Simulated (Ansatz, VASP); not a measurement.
One calculation of HfO2, two programs

File INCAR:

```
SYSTEM = HfO2
PREC = Accurate
ENCUT = 520
EDIFF = 1E-6
ISMEAR = -1
SIGMA = 0.05
LREAL = .FALSE.
LASPH = .TRUE.
NELM = 100
ALGO = Normal
ISIF = 2
LWAVE = .FALSE.
LCHARG = .FALSE.
GGA = B5
ALDAX = 1.0
AGGAX = 1.0
AGGAC = 1.0
ALDAC = 0.0
IVDW = 12
VDW_S6 = 1.0
VDW_S8 = 2.6996
VDW_A1 = 0.4298
VDW_A2 = 4.2359
NBANDS = 56
```

The input KPOINTS:

```
regular mesh
0
G
  5 6 5
  0 0 0
```

Contents of POSCAR:

```
HfO2
1.0
    5.2194633600      0.0000000000      0.0000000000
    0.0000000000      5.0047636900      0.0000000000
    0.0000000000      0.0000000000      5.0326850500
Hf O
4 8
Direct
    0.9669940000      0.7325208200      0.7414403500
    0.5330060000      0.7325208200      0.2414403500
    0.4669940000      0.2674791800      0.7414403500
    0.0330060000      0.2674791800      0.2414403500
    0.6321274500      0.9286454000      0.8792672600
    0.8678725500      0.9286454000      0.3792672600
    0.2339485200      0.5398830500      0.4922923900
    0.2660514800      0.5398830500      0.9922923900
    0.7660514800      0.4601169500      0.9922923900
    0.7339485200      0.4601169500      0.4922923900
    0.1321274500      0.0713546000      0.8792672600
    0.3678725500      0.0713546000      0.3792672600
```

input.yaml

```yaml
crystal:
  lattice:
    - [5.21946336, 0.0, 0.0]
    - [0.0, 5.00476369, 0.0]
    - [0.0, 0.0, 5.03268505]
  atoms:
    - { symbol: Hf, position: [0.966994, 0.73252082, 0.74144035] }
    - { symbol: Hf, position: [0.533006, 0.73252082, 0.24144035] }
    - { symbol: Hf, position: [0.466994, 0.26747918, 0.74144035] }
    - { symbol: Hf, position: [0.033006, 0.26747918, 0.24144035] }
    - { symbol: O, position: [0.63212745, 0.9286454, 0.87926726] }
    - { symbol: O, position: [0.86787255, 0.9286454, 0.37926726] }
    - { symbol: O, position: [0.23394852, 0.53988305, 0.49229239] }
    - { symbol: O, position: [0.26605148, 0.53988305, 0.99229239] }
    - { symbol: O, position: [0.76605148, 0.46011695, 0.99229239] }
    - { symbol: O, position: [0.73394852, 0.46011695, 0.49229239] }
    - { symbol: O, position: [0.13212745, 0.0713546, 0.87926726] }
    - { symbol: O, position: [0.36787255, 0.0713546, 0.37926726] }
hamiltonian:
  xc: blyp
  pseudopotentials: { kind: paw }
  dispersion: d3bj
kpoints:
  mp_grid: { grid: [5, 6, 5] }
scf:
  occupations: { method: fermi_dirac, width: 0.05 }
output:
  forces: true
  stress: true
  eigenvalues: true
```

Alike in both runs: task single point; functional BLYP; dispersion D3(BJ); k mesh 5 × 6 × 5; occupations fermi-dirac, width 0.05 eV; no spin polarisation.

|  | VASP | Ansatz |
| --- | --- | --- |
| version | VASP 6.6.1 | Ansatz 0.2.0 |
| potentials or method | VASP PAW PBE potentials, release 64 (Hf_pv, O) | Ansatz PAW |
| plane-wave cutoff (eV) | 520 | 420 |
| valence electrons in the cell | 88 | 152 |

|  | VASP | Ansatz | Ansatz less VASP |
| --- | --- | --- | --- |
| gap on the k mesh at the Fermi level (eV) | 4.48 | 4.52 | +0.042 |
| least direct gap on the mesh (eV) | 4.67 | 4.70 | +0.036 |
| pressure (GPa) | 5.6 | 8.3 | +2.63 |
| traceless stress, the component that is largest in VASP (GPa) | 0.18 | 0.14 | -0.035 |
| rms of the force components (eV/Å) | 0.049 | 0.070 | +0.0215 |

VASP's potentials were made for PBE, not for BLYP. Atom by atom the forces differ by 0.023 eV/Å (rms over components). VASP's potentials hold 88 valence electrons a cell and Ansatz's 152, so a difference there can come from the potentials and not from the codes.

Neither program's run includes spin-orbit coupling. Noted on Ansatz's run: odd divisions of the mesh miss points on the zone boundary, where band edges often lie, so the gap on the mesh can be too wide.
